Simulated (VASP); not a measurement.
A run of VASP 6.6.1 is set up as follows.

The input INCAR:

```
SYSTEM = WS2
PREC = Accurate
ENCUT = 520
EDIFF = 1E-6
ISMEAR = -1
SIGMA = 0.05
LREAL = .FALSE.
LASPH = .TRUE.
NELM = 60
ALGO = Normal
ISIF = 2
LWAVE = .FALSE.
LCHARG = .FALSE.
GGA = PE
NBANDS = 20
```

KPOINTS

```
regular mesh
0
G
  9 9 5
  0 0 0
```

POSCAR

```
WS2
1.0
    3.5782025500      0.0000000000      0.0000000000
   -1.7891012700      3.0988143100      0.0000000000
    0.0000000000      0.0000000000      5.7723833600
W S
1 2
Direct
    0.0134310000      0.0078050000     -0.0016610000
    0.3201730000      0.6671690000      0.2505040000
    0.6710190000      0.3385910000      0.7511890000
```

Potentials or basis: VASP PAW PBE potentials, release 64 (W_sv, S).

The run is started by

```bash
$ cat potpaw_PBE.64/W_sv/POTCAR potpaw_PBE.64/S/POTCAR > POTCAR
$ mpirun -np 1 vasp_std > vasp.out
```

Predict the largest force.

0.875 eV/Å.

Estimate the band gap on the k mesh.

zero (band 13 reaches 5.49 eV, above the bottom of band 14 at 4.77 eV).

Forces in eV/Å, atoms in the order of the input:
```
W   -0.098 -0.005  0.164
S    0.186  0.028 -0.854
S   -0.088 -0.023  0.690
```

Caveat: the cell differs from its parent crystal (atoms moved at random); spin-orbit coupling is left out, which moves the levels of the heavy elements.
